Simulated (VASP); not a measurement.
Write the native input for VASP 6.6.1 that does the following.

```
Task                   : single point
Functional             : BLYP
Dispersion             : D3(BJ)
Potentials or basis    : VASP PAW PBE potentials, release 64 (Co)
Cutoff                 : 520 eV
k mesh                 : 12 × 12 × 7
Occupations            : fermi-dirac, width 0.05 eV
Spin                   : collinear spin, ferromagnetic start
Starting moments       : [2.0, 2.0] μB
Dipole correction      : no
Further INCAR settings : ALGO = Fast; EDIFF = 1e-06; NBANDS = 20
```

The structure of Co lies in POSCAR:

```
Co
1.0
    2.4749075075      0.0000000000      0.0000000000
   -1.2374537538      2.1433327735      0.0000000000
    0.0000000000      0.0000000000      3.9883127163
Co
2
Direct
    0.3333333333      0.6666666667      0.7499984073
    0.6666666667      0.3333333333      0.2500015927
```

These files were run (other wordings do the same):

INCAR

```
PREC = Accurate
ENCUT = 520
EDIFF = 1E-6
ISMEAR = -1
SIGMA = 0.05
LREAL = False
LASPH = True
NELM = 150
ALGO = Fast
ISIF = 2
LWAVE = False
LCHARG = False
ISPIN = 2
MAGMOM = 2 2
LORBIT = 11
LMAXMIX = 4
GGA = B5
ALDAX = 1.0
AGGAX = 1.0
AGGAC = 1.0
ALDAC = 0.0
IVDW = 12
VDW_S6 = 1.0
VDW_S8 = 2.6996
VDW_A1 = 0.4298
VDW_A2 = 4.2359
NBANDS = 20
```

KPOINTS

```
regular mesh
0
Gamma
  12 12 7
```

Potentials or basis: VASP PAW PBE potentials, release 64 (Co).

The run is started by

```sh
$ cat potpaw_PBE.64/Co/POTCAR > POTCAR
$ mpirun -np 1 vasp_std > vasp.out
```

It gave:

The pressure is -0.6 GPa and the net moment is 3.09 μB per cell. The site moments are Co +1.56 μB and the valence electrons inside the program's atomic spheres are Co 8.35. The dispersion energy per atom is -0.979 eV.

Caveat: the PAW data sets were made with another functional, which shifts forces and pressure a little; pairwise dispersion overbinds metals, which lowers pressure and volume.

It took 31 s on 1 thread of Intel(R) Xeon(R) 6975P-C (Granite Rapids), with other jobs on the host, peak memory 0.17 GiB.
